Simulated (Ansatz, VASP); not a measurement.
## Two plane-wave programs on HfC

Contents of POSCAR:

```
HfC
1.0
    0.0000000000      2.3250000000      2.3250000000
    2.3250000000      0.0000000000      2.3250000000
    2.3250000000      2.3250000000      0.0000000000
Hf C
1 1
Direct
    0.5215053763      0.5215053763      0.4784946237
    0.0000000000      0.0000000000      0.0000000000
```

File INCAR.step1:

```
SYSTEM = HfC
ALGO = Normal ; EDIFF = 1E-4
ENCUT = 520 ; GGA = PE
ISMEAR = -1 ; LASPH = .TRUE.
LCHARG = .FALSE. ; LREAL = .FALSE.
LWAVE = .TRUE. ; NBANDS = 14
NELM = 60 ; PREC = Accurate
SIGMA = 0.02
```

Contents of INCAR.step2:

```
SYSTEM = HfC
ALGO = Normal ; EDIFF = 1E-7
ENCUT = 520 ; ISIF = 2
ISMEAR = -1 ; ISTART = 1
LASPH = .TRUE. ; LCHARG = .FALSE.
LMIXTAU = .TRUE. ; LREAL = .FALSE.
LWAVE = .FALSE. ; METAGGA = R2SCAN
NBANDS = 14 ; NELM = 60
PREC = Accurate ; SIGMA = 0.02
```

File KPOINTS:

```
k-points
0
G
  15 15 15
  0 0 0
```

Input for Ansatz:

```yaml
crystal:
  lattice:
    - [0.0, 2.325, 2.325]
    - [2.325, 0.0, 2.325]
    - [2.325, 2.325, 0.0]
  atoms:
    - { symbol: Hf, position: [0.5215053763, 0.5215053763, 0.4784946237] }
    - { symbol: C, position: [0.0, 0.0, 0.0] }
hamiltonian:
  xc: r2scan
  pseudopotentials: { kind: paw }
kpoints:
  mp_grid: { grid: [15, 15, 15] }
scf:
  occupations: { method: fermi_dirac, width: 0.02 }
  convergence: { dr2_threshold: 1.0e-09 }
basis:
  ecutwfc: 600
output:
  forces: true
  stress: true
```

Alike in both runs: task single point; functional r2SCAN; k mesh 15 × 15 × 15; occupations fermi-dirac, width 0.02 eV; no spin polarisation.

|  | VASP | Ansatz |
| --- | --- | --- |
| version | VASP 6.6.1 | Ansatz 0.2.0 |
| potentials or method | VASP PAW PBE potentials, release 64 (Hf_pv, C), cutoff 520 eV | scalar-relativistic, plane waves, PAW |
| valence electrons in the cell | 14 | 30 |

|  | VASP | Ansatz | Ansatz less VASP |
| --- | --- | --- | --- |
| pressure (GPa) | -1.7 | -0.6 | +1.06 |
| traceless stress, the component that is largest in VASP (GPa) | 1.96 | 1.89 | -0.070 |
| rms of the force components (eV/Å) | 0.384 | 0.389 | +0.0051 |

VASP's potentials were made for PBE, not for r2SCAN. Atom by atom the forces differ by 0.005 eV/Å (rms over components). VASP's potentials hold 14 valence electrons a cell and Ansatz's 30, so a difference there can come from the potentials and not from the codes. Ansatz's warnings: stress scf threshold loose.

Neither program's run includes spin-orbit coupling.
